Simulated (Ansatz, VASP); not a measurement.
# ScBi2: VASP beside Ansatz

INCAR

```
PREC = Accurate
ENCUT = 600
EDIFF = 1E-6
ISMEAR = 0
SIGMA = 0.1
LREAL = F
LASPH = T
NELM = 80
ALGO = Normal
ISIF = 3
LWAVE = F
LCHARG = F
GGA = PE
IBRION = 2
NSW = 90
EDIFFG = -0.04
```

KPOINTS

```
Automatic mesh
0
Gamma
  6 6 4
```

The input POSCAR:

```
ScBi2
1.0
    4.3277398080      0.0000000000      0.0000000000
   -2.1638699040      3.7479326147      0.0000000000
    0.0000000000      0.0000000000      4.6728087628
Sc Bi
1 2
Direct
    0.0000000000      0.0000000000      0.0000000000
    0.3333333333      0.6666666667      0.5000000000
    0.6666666667      0.3333333333      0.5000000000
```

Input for Ansatz:

```yaml
crystal:
  lattice:
    - [4.327739808, 0.0, 0.0]
    - [-2.163869904, 3.7479326147, 0.0]
    - [0.0, 0.0, 4.6728087628]
  atoms:
    - { symbol: Sc, position: [0.0, 0.0, 0.0] }
    - { symbol: Bi, position: [0.3333333333, 0.6666666667, 0.5] }
    - { symbol: Bi, position: [0.6666666667, 0.3333333333, 0.5] }
basis:
  ecutwfc: 420
kpoints:
  mp_grid: { grid: [6, 6, 4] }
hamiltonian:
  xc: pbe
scf:
  occupations: { method: gaussian, width: 0.1 }
  lower_state_search: "off"
output:
  forces: true
  stress: true
  eigenvalues: true
relax:
  adjacent_minimum: "off"
  f_tol: 0.04
  max_steps: 70
  cell: { stress_tol: 0.4 }
```

Alike in both runs: task relaxation of cell and atoms; functional PBE; k mesh 6 × 6 × 4; occupations gaussian, width 0.1 eV; no spin polarisation.

|  | VASP | Ansatz |
| --- | --- | --- |
| version | VASP 6.6.1 | Ansatz 0.2.0 |
| potentials or method | VASP PAW PBE potentials, release 64 (Sc_sv, Bi_d), cutoff 600 eV | scalar-relativistic, plane waves, PAW |
| valence electrons in the cell | 41 | 41 |

VASP gave:

```
gap on the k mesh at the Fermi level, each at its own relaxed structure (eV) : none
relaxed volume (Å³/atom)                                                     : 29.16
relaxed length of the cell vector where the two differ most in proportion (Å)              : 5.461
```

**Question.** What did Ansatz give for the same quantities?

**Answer.** gap on the k mesh at the Fermi level, each at its own relaxed structure (eV): none; relaxed volume (Å³/atom): 29.26; relaxed length of the cell vector where the two differ most in proportion (Å): 5.471.

A gap of «none» marks a metal or a gap that the smearing closes.

Neither program's run includes spin-orbit coupling. Noted on VASP's run: the volume moved by over 15 % at a fixed basis, so the end points are rough.
